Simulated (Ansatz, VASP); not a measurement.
# BN in VASP and in Ansatz

INCAR

```
PREC = Accurate
ENCUT = 520
EDIFF = 1E-6
ISMEAR = 0
SIGMA = 0.02
LREAL = F
LASPH = T
NELM = 100
ALGO = Normal
ISIF = 2
LWAVE = F
LCHARG = F
LDIPOL = T
IDIPOL = 3
DIPOL = 0.5 0.5 0.500
GGA = PE
IVDW = 12
NBANDS = 11
```

File KPOINTS:

```
Automatic mesh
0
Gamma
  12 12 1
```

File POSCAR:

```
BN
1.0
    2.4160000000      0.0000000000      0.0000000000
   -1.2080000000      2.0923173755      0.0000000000
    0.0000000000      0.0000000000     26.0000000000
B N
1 1
Direct
    0.0000000000      0.0000000000      0.5082500000
    0.6666666667      0.3333333333      0.4917500000
```

Input for Ansatz:

```yaml
crystal:
  lattice:
    - [2.416, 0.0, 0.0]
    - [-1.208, 2.0923173755, 0.0]
    - [0.0, 0.0, 26.0]
  atoms:
    - { symbol: B, position: [0.0, 0.0, 0.50825] }
    - { symbol: "N", position: [0.6666666667, 0.3333333333, 0.49175] }
  periodic: [true, true, false]
basis:
  ecutwfc: 420
kpoints:
  mp_grid: { grid: [12, 12, 1] }
hamiltonian:
  xc: pbe
  dispersion: d3bj
scf:
  occupations: { method: gaussian, width: 0.02 }
output:
  forces: true
  stress: true
  eigenvalues: true
```

Alike in both runs: task single point; functional PBE; dispersion D3(BJ); k mesh 12 × 12 × 1; occupations gaussian, width 0.02 eV; no spin polarisation.

|  | VASP | Ansatz |
| --- | --- | --- |
| version | VASP 6.6.1 | Ansatz 0.2.0 |
| potentials or method | VASP PAW PBE potentials, release 64 (B, N), cutoff 520 eV | scalar-relativistic, plane waves, PAW |
| valence electrons in the cell | 8 | 8 |

```csv
,VASP,Ansatz,Ansatz less VASP
gap on the k mesh at the Fermi level (eV),2.46,2.46,-0.002
least direct gap on the mesh (eV),2.46,2.46,-0.002
rms of the force components (eV/Å),3.523,3.524,+0.0017
```

Atom by atom the forces differ by 0.002 eV/Å (rms over components).
